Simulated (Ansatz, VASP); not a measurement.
## MgI2 in VASP and in Ansatz

```
CELL_PARAMETERS angstrom
4.18121 0.00000 0.00000
-2.09060 3.62103 0.00000
0.00000 0.00000 6.90745
ATOMIC_POSITIONS crystal
Mg 0.00000 0.00000 0.00000
I 0.33333 0.66667 0.75763
I 0.66667 0.33333 0.24237
```

Change from the starting cell: volume scaled by 1.02.

Alike in both runs: task single point; functional PBEsol; k mesh 7 × 7 × 4; occupations fermi-dirac, width 0.03 eV; no spin polarisation.

|  | VASP | Ansatz |
| --- | --- | --- |
| version | VASP 6.6.1 | Ansatz 0.2.0 |
| potentials or method | VASP PAW PBE potentials, release 64 (Mg, I), cutoff 520 eV | all-electron LAPW, scalar-relativistic |

```tsv
	VASP	Ansatz	Ansatz less VASP
gap on the k mesh at the Fermi level (eV)	3.45	3.47	+0.016
pressure (GPa)	-0.8	-0.8	+0.02
traceless stress, the component that is largest in VASP (GPa)	0.28	0.27	-0.005
rms of the force components (eV/Å)	0.062	0.060	-0.0017
```

VASP's potentials were made for PBE, not for PBEsol. Atom by atom the forces differ by 0.002 eV/Å (rms over components). Ansatz ran all-electron here, and VASP with PAW potentials.

Neither program's run includes spin-orbit coupling.
